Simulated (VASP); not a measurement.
A run of VASP 6.6.1 is set up as follows.

The input INCAR:

```
SYSTEM = Cu
PREC     = Accurate       ! precision mode
ENCUT    = 520            ! plane-wave cutoff, eV
EDIFF    = 1E-6           ! SCF threshold, eV
ISMEAR   = -1             ! smearing method
SIGMA    = 0.1            ! smearing width, eV
LREAL    = .FALSE.        ! projectors in reciprocal space
LASPH    = .TRUE.         ! aspherical terms in the spheres
NELM     = 60             ! most SCF steps
ALGO     = Normal         ! electronic algorithm
ISIF     = 2              ! what is computed and relaxed
LWAVE    = .FALSE.        ! write WAVECAR
LCHARG   = .FALSE.        ! write CHGCAR
GGA      = PS             ! functional
NBANDS   = 18             ! bands
```

File KPOINTS:

```
regular mesh
0
G
  15 15 15
  0 0 0
```

Contents of POSCAR:

```
Cu
1.0
    0.0000000000      2.5613190174      2.5613190174
    2.5613190174      0.0000000000      2.5613190174
    2.5613190174      2.5613190174      0.0000000000
Cu
2
Direct
    0.0000000000      0.0000000000      0.0000000000
    0.2500000000      0.2500000000      0.2500000000
```

Potentials or basis: VASP PAW PBE potentials, release 64 (Cu).

Run with:

```bash
$ cat potpaw_PBE.64/Cu/POTCAR > POTCAR
$ mpirun -np 1 vasp_std > vasp.out
```

Q: Predict the band gap on the k mesh.

A: Zero (band 11 reaches 4.20 eV, above the bottom of band 12 at 3.38 eV).

Q: What does it give for the pressure?

A: 5.1 GPa.

Caveat: the PAW data sets were made with another functional, which shifts forces and pressure a little.
